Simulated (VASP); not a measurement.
A run of VASP 6.6.1 is set up as follows.

INCAR

```
SYSTEM = TlVSe3
ALGO = Normal ; EDIFF = 1E-6
ENCUT = 520 ; GGA = PE
ISIF = 2 ; ISMEAR = 0
LASPH = .TRUE. ; LCHARG = .FALSE.
LREAL = .FALSE. ; LWAVE = .FALSE.
NBANDS = 30 ; NELM = 80
PREC = Accurate ; SIGMA = 0.1
```

KPOINTS

```
k-points
0
G
  8 8 8
  0 0 0
```

POSCAR

```
TlVSe3
1.0
    4.9332806604      0.0000000000      0.0000000000
    0.0000000000      4.9332806604      0.0000000000
    0.0000000000      0.0000000000      4.9332806604
V Tl Se
1 1 3
Direct
    0.0000000000      0.0000000000      0.0000000000
    0.5000000000      0.5000000000      0.5000000000
    0.5000000000      0.0000000000      0.0000000000
    0.0000000000      0.5000000000      0.0000000000
    0.0000000000      0.0000000000      0.5000000000
```

Potentials or basis: VASP PAW PBE potentials, release 64 (V_sv, Tl_d, Se).

Run with:

```bash
$ cat potpaw_PBE.64/V_sv/POTCAR potpaw_PBE.64/Tl_d/POTCAR potpaw_PBE.64/Se/POTCAR > POTCAR
$ mpirun -np 1 vasp_std > vasp.out
```

(1) Predict the pressure.

(2) Predict the band gap on the k mesh.

## Answers

(1) 0.1 GPa.

(2) zero (band 22 reaches 5.00 eV, above the bottom of band 23 at 3.85 eV).

Caveat: spin-orbit coupling is left out, which moves the levels of the heavy elements; the run has no spin polarisation, though such a crystal can be magnetic.
